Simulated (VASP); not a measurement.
Ba: relaxation of cell and atoms with PBE

The system is Ba.

```
Ba
1.0
    -2.31428    2.31428    2.31428
     2.31428   -2.31428    2.31428
     2.31428    2.31428   -2.31428
Ba
1
Direct
  0.00000 0.00000 0.00000
```

* Program: VASP 6.6.1
* Task: relaxation of cell and atoms
* Functional: PBE
* Potentials or basis: VASP PAW PBE potentials, release 64 (Ba_sv)
* Cutoff: 600 eV
* k mesh: 12 × 12 × 12
* Occupations: fermi-dirac, width 0.05 eV
* Spin: no spin polarisation
* Target pressure: 2.8 GPa
* Dipole correction: no
* Further INCAR settings: ALGO = Normal; EDIFF = 1e-06; IBRION = 2; EDIFFG = -0.005; NSW = 60; ISIF = 3

```json
{
 "Relaxed volume": "50.61 Å³/atom",
 "Relaxed cell": "a = 4.036 Å, b = 4.036 Å, c = 4.036 Å, α = 109.47°, β = 109.47°, γ = 109.47°",
 "Space group after relaxing (to 0.05 Å)": "Im-3m (No. 229)",
 "Energy change on relaxing (the enthalpy is what falls)": "-19.1 meV/atom",
 "Ionic steps": "3",
 "Pressure after relaxing": "2.8 GPa",
 "Band gap on the k mesh": "zero (band 5 reaches 3.21 eV, above the bottom of band 6 at 1.54 eV)"
}
```

Step by step:
```
step  energy change (eV)  largest force (eV/Å)  pressure (GPa)  volume (Å³)
   1              0.0000                0.0000            3.13        49.58
   2             -0.0140                0.0000            2.89        50.33
   3             -0.0191                0.0000            2.79        50.61
```

Final structure:
```xyz
1
Lattice="-2.3302 2.3302 2.3302 2.3302 -2.3302 2.3302 2.3302 2.3302 -2.3302" Properties=species:S:1:pos:R:3 pbc="T T T"
Ba    0.0000    0.0000    0.0000
```

Levels at points of the mesh, in eV from the Fermi level:
```csv
k point,band 2,band 3,band 4,band 5,band 6,band 7,band 8,band 9
"(0.00, 0.00, 0.00)",-13.33,-13.33,-13.33,-2.80,2.07,2.07,2.07,3.79
"(0.50, 0.00, 0.00)",-14.23,-13.61,-13.34,-1.06,0.63,2.07,3.88,4.56
"(0.50, 0.50, 0.50)",-13.94,-13.94,-13.94,-0.91,-0.91,5.58,5.58,5.58
```

It took 33 s on 1 thread of AMD EPYC 9R45 96-Core Processor (Zen 5), with other jobs on the host, peak memory 0.18 GiB.

Caveat: the cell is relaxed towards a set pressure, so the enthalpy falls and the energy may rise; spin-orbit coupling is left out, which moves the levels of the heavy elements.
